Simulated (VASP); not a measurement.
# H (P6_3/mmc) in VASP: notebook, part 2 of 2

VASP 6.6.1.

### 4 Relaxation of cell and atoms, PBE

This run uses another cell than the first one: it holds 2 atoms, not 4.

INCAR reads:

```
SYSTEM = H
ALGO = Normal ; EDIFF = 1E-7
EDIFFG = -0.01 ; ENCUT = 600
GGA = PE ; IBRION = 2
ISIF = 3 ; ISMEAR = 0
LASPH = .True. ; LCHARG = .False.
LREAL = .False. ; LWAVE = .False.
NELM = 100 ; NSW = 100
PREC = Accurate ; SIGMA = 0.02
```

KPOINTS reads:

```
k-points
0
Gamma
  6 6 22
  0 0 0
```

POSCAR reads:

```
H
1.0
    5.7457936655      0.0000000000      0.0000000000
   -2.8728968328      4.9760032792      0.0000000000
    0.0000000000      0.0000000000      0.9793081815
H
2
Direct
    0.3333333333      0.6666666667      0.2500000000
    0.6666666667      0.3333333333      0.7500000000
```

Potentials or basis: VASP PAW PBE potentials, release 64 (H).

Started as:

```console
> cat potpaw_PBE.64/H/POTCAR > POTCAR
> mpirun -np 1 vasp_std > vasp.out
```

OUTCAR:

```text
SYSTEM = H
   EDIFF = 1E-7
   EDIFFG = -0.01
   ENCUT = 600
   GGA = PE
   IBRION = 2
   ISIF = 3
   ISMEAR = 0
   LASPH = .True.
   LREAL = .False.
   NELM = 100
   NSW = 100
   PREC = Accurate

 ion  position               nearest neighbor table
   1  0.333  0.667  0.250-
   2  0.667  0.333  0.750-

  LATTYP: Found a hexagonal cell.
 ALAT       =     5.7457936655
 C/A-ratio  =     0.1704391488

  Lattice vectors:

 A1 = (   5.7457936655,   0.0000000000,   0.0000000000)
 A2 = (  -2.8728968328,   4.9760032792,   0.0000000000)
 A3 = (   0.0000000000,   0.0000000000,   0.9793081815)

Analysis of symmetry for initial positions (statically):
=====================================================================
 Subroutine PRICEL returns:
 Original cell was already a primitive cell.

 Routine SETGRP: Setting up the symmetry group for a
 hexagonal supercell.

 Subroutine GETGRP returns: Found 24 space group operations
 (whereof 12 operations were pure point group operations)
 out of a pool of 24 trial point group operations.

The static configuration has the point symmetry D_3d.
 The point group associated with its full space group is D_6h.

Analysis of symmetry for dynamics (positions and initial velocities):
=====================================================================
 Subroutine PRICEL returns:
 Original cell was already a primitive cell.

 Routine SETGRP: Setting up the symmetry group for a
 hexagonal supercell.

 Subroutine GETGRP returns: Found 24 space group operations
 (whereof 12 operations were pure point group operations)
 out of a pool of 24 trial point group operations.

The dynamic configuration has the point symmetry D_3d.
 The point group associated with its full space group is D_6h.

 Subroutine INISYM returns: Found 24 space group operations
 (whereof 12 operations are pure point group operations),
 and found     1 'primitive' translations

----------------------------------------------------------------------------------------

                                     Primitive cell

  volume of cell :      27.9995

  direct lattice vectors                    reciprocal lattice vectors
     5.745793665  0.000000000  0.000000000     0.174040360  0.100482249  0.000000000
    -2.872896833  4.976003279  0.000000000     0.000000000  0.200964498  0.000000000
     0.000000000  0.000000000  0.979308181     0.000000000  0.000000000  1.021129016

  length of vectors
     5.745793665  5.745793666  0.979308181     0.200964498  0.200964498  1.021129016

  position of ions in fractional coordinates (direct lattice)
     0.333333333  0.666666667  0.250000000
     0.666666667  0.333333333  0.750000000

  ion indices of the primitive-cell ions
   primitive index   ion index
                 1           1
                 2           2

----------------------------------------------------------------------------------------

 KPOINTS: k-points
[... 30 lines left out ...]
  0.333333  0.166667  0.000000     12.000000
[... 16 lines left out ...]
  0.166667  0.000000  0.136364     12.000000
  0.333333  0.000000  0.136364     12.000000
 [... further k-points ...]
   k-points           NKPTS =     84   k-points in BZ     NKDIM =     84   number of bands    NBANDS=      5
   number of dos      NEDOS =    301   number of ions     NIONS =      2
   total plane-waves  NPLWV =  18432
   dimension x,y,z NGX =    48 NGY =   48 NGZ =    8
   dimension x,y,z NGXF=    96 NGYF=   96 NGZF=   16
   ions per type =               2
   NGX,Y,Z   is equivalent  to a cutoff of  13.89, 13.89, 13.58 a.u.
   NGXF,Y,Z  is equivalent  to a cutoff of  27.78, 27.78, 27.16 a.u.
 SYSTEM =  H
   PREC   = accura    normal or accurate (medium, high low for compatibility)
   ISTART =      0    job   : 0-new  1-cont  2-samecut
   ICHARG =      2    charge: 1-file 2-atom 10-const
   ISPIN  =      1    spin polarized calculation?
   LNONCOLLINEAR =      F non collinear calculations
   LSORBIT =      F    spin-orbit coupling
   LASPH  =      T    aspherical Exc in radial PAW
   ENCUT  =  600.0 eV  44.10 Ry    6.64 a.u.  11.48 11.48  1.96*2*pi/ulx,y,z
   NELM   =    100;   NELMIN=  2; NELMDL= -5     # of ELM steps
   EDIFF  = 0.1E-06   stopping-criterion for ELM
   LREAL  =      F    real-space projection
   EDIFFG = -.1E-01   stopping-criterion for IOM
   NSW    =    100    number of steps for IOM
   IBRION =      2    ionic relax: 0-MD 1-quasi-New 2-CG
   NFREE  =      1    steps in history (QN), initial steepest desc. (CG)
   ISIF   =      3    stress and relaxation
   ISYM   =      2    0-nonsym 1-usesym 2-fastsym
   POTIM  = 0.5000    time-step for ionic-motion
   TEBEG  =    0.0;   TEEND  =   0.0 temperature during run
   PSTRESS=    0.0 pullay stress
   NELECT =       2.0000    total number of electrons
   NUPDOWN=      -1.0000    fix difference up-down
   EMIN   =  10.00;   EMAX   =-10.00  energy-range for DOS
   EFERMI =   0.00;   METHOD = LEGACY
   ISMEAR =     0;   SIGMA  =   0.02  broadening in eV -4-tet -1-fermi 0-gaus
   EFERMI_NEDOS =   21; number of points for ismear=-14 and -15
   IALGO  =     38    algorithm
   IMIX   =      4    mixing-type and parameters
     AMIX     =   0.40;   BMIX     =  1.00
     AMIX_MAG =   1.60;   BMIX_MAG =  1.00
  volume/ion in A,a.u.               =      14.00        94.47
  Fermi-wavevector in a.u.,A,eV,Ry     =   0.679258  1.283612  6.277613  0.461392
  Thomas-Fermi vector in A             =   1.757403
   LORBIT       =      0    0 simple, 1 ext, 2 COOP (PROOUT), +10 PAW based schemes
   GGA     = PE    functional components
   LHFCALC =     F    Hartree Fock is set to
   AEXX    =    0.0000 exact exchange contribution
   IVDW    =     0    specifies the selected vdW correction
   LEPSILON=     F    determine dielectric tensor
   LRPA    =     F    only Hartree local field effects (RPA)
 conjugate gradient relaxation of ions
 non-spin polarized calculation
 Gauss-broadening in eV      SIGMA  =   0.02
  energy-cutoff  :      600.00
  volume of cell :       28.00
 maximum number of plane-waves:       988
 NGX is ok and might be reduce to    48

--------------------------------------- Ionic step        1  -------------------------------------------

 number of electron       2.0000001 magnetization

 Free energy of the ion-electron system (eV)
  ---------------------------------------------------
  ext. energy  EPLUGINS =         0.00000000
  ---------------------------------------------------
  free energy    TOTEN  =        -6.08712571 eV

  energy without entropy =       -6.08712571  energy(sigma->0) =       -6.08712571

------------------------ aborting loop because EDIFF is reached ----------------------------------------

  FORCE on cell =-STRESS in cart. coord.  units (eV):
  Direction    XX          YY          ZZ          XY          YZ          ZX
  --------------------------------------------------------------------------------------
  -------------------------------------------------------------------------------------
  Total       -0.0021612     -0.0021612      0.1426087      0.0000000     -0.0000000     -0.0000000
  in kB       -0.1236655     -0.1236655      8.1603095      0.0000000     -0.0000000     -0.0000000
  external PRESSURE =       2.6376595 kB  Pullay stress =       0.0000000 kB
[... 59 lines left out ...]
--------------------------------------- Ionic step        3  -------------------------------------------

 number of electron       2.0000001 magnetization

 Free energy of the ion-electron system (eV)
  ---------------------------------------------------
  ext. energy  EPLUGINS =         0.00000000
  ---------------------------------------------------
  free energy    TOTEN  =        -6.08749361 eV

  energy without entropy =       -6.08749361  energy(sigma->0) =       -6.08749361

 E-fermi :  -4.0040     XC(G=0):  -4.5031

 val. band max:       -4.2020983710   @ k =   0.0000   0.0000   0.2273
 cond. band min:      -1.3005524642   @ k =   0.0000   0.0000   0.2727
 fundamental gap:      2.9015459068
 Fermi energy:        -4.0039752023

 k-point     1 :       0.0000    0.0000    0.0000
  band No.  band energies     occupation
      1     -12.6921      2.00000
      2     -12.1116      2.00000
      3       1.6081      0.00000
      4       1.9021      0.00000
      5       1.9021      0.00000
[... 177 lines left out ...]
 k-point    24 :       0.3333    0.0000    0.1364
  band No.  band energies     occupation
      1      -9.7186      2.00000
      2      -9.3865      2.00000
      3       3.3548      0.00000
      4       4.0810      0.00000
      5       5.3863      0.00000

 [... further k-points ...]

------------------------ aborting loop because EDIFF is reached ----------------------------------------

  FORCE on cell =-STRESS in cart. coord.  units (eV):
  Direction    XX          YY          ZZ          XY          YZ          ZX
  --------------------------------------------------------------------------------------
  -------------------------------------------------------------------------------------
  Total       -0.0019657     -0.0019657     -0.0009227      0.0000000     -0.0000000      0.0000000
  in kB       -0.1119117     -0.1119117     -0.0525312      0.0000000     -0.0000000      0.0000000
  external PRESSURE =      -0.0921182 kB  Pullay stress =       0.0000000 kB
[... 17 lines left out ...]
  FREE ENERGIE OF THE ION-ELECTRON SYSTEM (eV)
  ---------------------------------------------------
  free  energy   TOTEN  =        -6.0874936084 eV

  energy  without entropy=       -6.0874936084  energy(sigma->0) =       -6.08749361

 reached required accuracy - stopping structural energy minimisation
```

OSZICAR:

```text
N       E                     dE             d eps       ncg     rms          rms(c)
DAV:   1    -0.196950812190E+01   -0.19695E+01   -0.12419E+03   840   0.358E+02
DAV:   2    -0.625772671503E+01   -0.42882E+01   -0.38544E+01  1210   0.370E+01
DAV:   3    -0.637159004834E+01   -0.11386E+00   -0.11386E+00  1115   0.671E+00
DAV:   4    -0.637186598875E+01   -0.27594E-03   -0.27594E-03  1065   0.389E-01
[... 18 lines left out ...]
       N       E                     dE             d eps       ncg     rms          rms(c)
DAV:   1    -0.608749587983E+01   -0.43632E-04   -0.33892E-04   910   0.165E-01    0.108E-02
DAV:   2    -0.608749449265E+01    0.13872E-05   -0.15349E-06   915   0.874E-03    0.643E-03
DAV:   3    -0.608749358332E+01    0.90933E-06   -0.20990E-06  1005   0.813E-03    0.669E-04
DAV:   4    -0.608749360839E+01   -0.25072E-07   -0.11856E-08   940   0.860E-04
   3 F= -.60874936E+01 E0= -.60874936E+01  d E =-.367899E-03
```

Wall time 38 s (1 thread of Intel Xeon 8259CL, shared host); peak memory 0.14 GiB.

What came out:

| Property | Result |
| --- | --- |
| Free energy | -6.0875 eV |
| Relaxed volume | 14.07 Å³/atom |
| Relaxed cell | a = 5.745 Å, b = 5.745 Å, c = 0.984 Å, α = 90.00°, β = 90.00°, γ = 120.00° |
| Space group after relaxing (to 0.1 Å) | P6_3/mmc (No. 194) |
| Energy gained by relaxing | 0.2 meV/atom |
| Ionic steps | 3 |
| Pressure after relaxing | 0.0 GPa |
| Band gap on the k mesh | zero (bands 1 and 2 overlap by 34.24 eV) |

The path:
| step | energy change (eV) | largest force (eV/Å) | pressure (GPa) | volume (Å³) |
| --- | --- | --- | --- | --- |
| 1 | 0.0000 | 0.0000 | 0.26 | 28.00 |
| 2 | -0.0003 | 0.0000 | 0.08 | 28.09 |
| 3 | -0.0004 | 0.0000 | -0.01 | 28.14 |

Final structure:
```cif
data_structure
_symmetry_space_group_name_H-M 'P 1'
_symmetry_Int_Tables_number 1
_cell_length_a 5.7453
_cell_length_b 5.7453
_cell_length_c 0.9844
_cell_angle_alpha 90.000
_cell_angle_beta 90.000
_cell_angle_gamma 120.000
_cell_volume 28.14
loop_
_atom_site_label
_atom_site_type_symbol
_atom_site_fract_x
_atom_site_fract_y
_atom_site_fract_z
_atom_site_occupancy
H1 H 0.33333 0.66667 0.25000 1
H2 H 0.66667 0.33333 0.75000 1
```

Levels at points of the mesh, in eV from the Fermi level:
```csv
k point,band 1,band 2,band 3,band 4,band 5
"(0.00, 0.00, 0.00)",-8.69,-8.11,5.61,5.91,5.91
"(0.50, 0.00, 0.00)",-8.50,-8.31,4.24,5.06,6.87
"(0.00, 0.00, 0.50)",25.83,25.83,34.46,34.46,44.57
"(0.50, 0.00, 0.50)",25.84,25.84,34.45,34.45,43.06
```

### 5 Relaxation of cell and atoms, PBE

This run uses another cell than the first one, of 16.11 Å³/atom.

INCAR reads:

```
SYSTEM = H
ALGO     = Normal         ! electronic algorithm
EDIFF    = 1E-6           ! SCF threshold, eV
EDIFFG   = -0.01          ! ionic threshold
ENCUT    = 600            ! plane-wave cutoff, eV
GGA      = PE             ! functional
IBRION   = 2              ! ionic algorithm
ISIF     = 3              ! what is computed and relaxed
ISMEAR   = 0              ! smearing method
LASPH    = .True.         ! aspherical terms in the spheres
LCHARG   = .False.        ! write CHGCAR
LREAL    = .False.        ! projectors in reciprocal space
LWAVE    = .False.        ! write WAVECAR
NELM     = 80             ! most SCF steps
NSW      = 100            ! ionic steps
PREC     = Accurate       ! precision mode
SIGMA    = 0.02           ! smearing width, eV
```

KPOINTS reads:

```
k-points
0
Gamma
  9 9 6
  0 0 0
```

POSCAR reads:

```
H
1.0
    3.8401304226      0.0000000000      0.0000000000
   -1.9200652113      3.3256504998      0.0000000000
    0.0000000000      0.0000000000      5.0466615500
H
4
Direct
    0.3333333300      0.6666666700      0.1764958800
    0.6666666700      0.3333333300      0.6764958800
    0.6666666700      0.3333333300      0.8235041200
    0.3333333300      0.6666666700      0.3235041200
```

Started as:

```console
> cat potpaw_PBE.64/H/POTCAR > POTCAR
> mpirun -np 1 vasp_std > vasp.out
```

It took 51 s on 1 thread of Intel Xeon 8259CL, shared host; peak memory 0.19 GiB.

It converged, with:

```
Free energy                           : -13.5810 eV
Relaxed volume                        : 16.13 Å³/atom
Relaxed cell                          : a = 3.840 Å, b = 3.840 Å, c = 5.053 Å, α = 90.00°, β = 90.00°, γ = 120.00°
Space group after relaxing (to 0.1 Å) : P6_3/mmc (No. 194)
Energy gained by relaxing             : 0.6 meV/atom
Ionic steps                           : 3
Pressure after relaxing               : 0.0 GPa
Band gap on the k mesh                : 9.30 eV
```

Forces in eV/Å, atoms in the order of the input:
```
H    0.000  0.000  0.003
H    0.000  0.000  0.003
H    0.000  0.000 -0.003
H    0.000  0.000 -0.003
```

Step by step:
| step | energy change (eV) | largest force (eV/Å) | pressure (GPa) | volume (Å³) |
| --- | --- | --- | --- | --- |
| 1 | 0.0000 | 0.2922 | 0.35 | 64.45 |
| 2 | 0.0163 | 0.7617 | -0.98 | 64.78 |
| 3 | -0.0024 | 0.0026 | -0.01 | 64.53 |

Final structure:
```yaml
crystal:
  lattice:
    - [3.84009, 0.00000, 0.00000]
    - [-1.92005, 3.32562, 0.00000]
    - [0.00000, 0.00000, 5.05335]
  atoms:
    - { symbol: H, position: [0.33333, 0.66667, 0.17577] }
    - { symbol: H, position: [0.66667, 0.33333, 0.67577] }
    - { symbol: H, position: [0.66667, 0.33333, 0.82423] }
    - { symbol: H, position: [0.33333, 0.66667, 0.32423] }
```

Levels at points of the mesh, in eV from the valence-band top:
```csv
k point,band 1,band 2,band 3,band 4,band 5,band 6
"(0.00, 0.00, 0.00)",-1.41,0.00,9.30,11.96,15.02,16.50
"(0.00, 0.00, 0.50)",-0.77,-0.77,10.36,10.36,17.10,17.10
```

Caveat: this functional lacks dispersion, which holds the molecules together, so the pressure and a relaxed volume are unreliable; an odd mesh through Γ misses points on the zone boundary, where band edges can lie.

### 6 Overview

```csv
task,cell,k mesh,cutoff (eV),smearing,gap on the mesh (eV),pressure (GPa),relaxed volume (Å³/atom)
single point,"a = 3.868, b = 3.868, c = 5.083 Å, angles 90.0, 90.0, 120.0°, 4 atoms, atomic positions A",9 × 9 × 6,520,gaussian 0.02 eV,9.31,-0.1,-
single point,"a = 5.746, b = 5.746, c = 0.979 Å, angles 90.0, 90.0, 120.0°, 2 atoms, atomic positions B",12 × 12 × 14,520,gaussian 0.1 eV,none,-0.1,-
relaxation of cell and atoms,"relaxed from a = 5.746, b = 5.746, c = 0.979 Å, angles 90.0, 90.0, 120.0°, 2 atoms, atomic positions B",6 × 6 × 22,600,gaussian 0.02 eV,none,0.0,14.07
relaxation of cell and atoms,"relaxed from a = 3.840, b = 3.840, c = 5.047 Å, angles 90.0, 90.0, 120.0°, 4 atoms, atomic positions A",9 × 9 × 6,600,gaussian 0.02 eV,9.30,0.0,16.13
```

Alike in all rows: level PBE; potentials or basis VASP PAW PBE potentials, release 64 (H); no spin polarisation.

Caveats: some runs use coarse meshes; this functional lacks dispersion, which holds the molecules together, so the pressure and a relaxed volume are unreliable (at least some runs); an odd mesh through Γ misses points on the zone boundary, where band edges can lie (at least some runs).

Absolute energies hang on the potentials; compare differences alone.
